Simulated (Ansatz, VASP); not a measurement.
**One calculation of KF, two programs**

```
CELL_PARAMETERS angstrom
3.17887 0.00000 0.00000
0.00000 3.17887 0.00000
0.00000 0.00000 3.17887
ATOMIC_POSITIONS crystal
K 0.00000 0.00000 0.00000
F 0.50000 0.50000 0.50000
```

Alike in both runs: task single point; functional PBE; k mesh 6 × 6 × 6; no spin polarisation.

|  | VASP | Ansatz |
| --- | --- | --- |
| version | VASP 6.6.1 | Ansatz 0.2.0 |
| potentials or method | VASP PAW PBE potentials, release 64 (K_sv, F) | plane waves, PAW |
| plane-wave cutoff (eV) | 520 | 420 |
| occupations | gaussian, width 0.01 eV | fixed |
| valence electrons in the cell | 16 | 16 |

```tsv
	VASP	Ansatz	Ansatz less VASP
gap on the k mesh at the Fermi level (eV)	6.80	6.82	+0.020
```
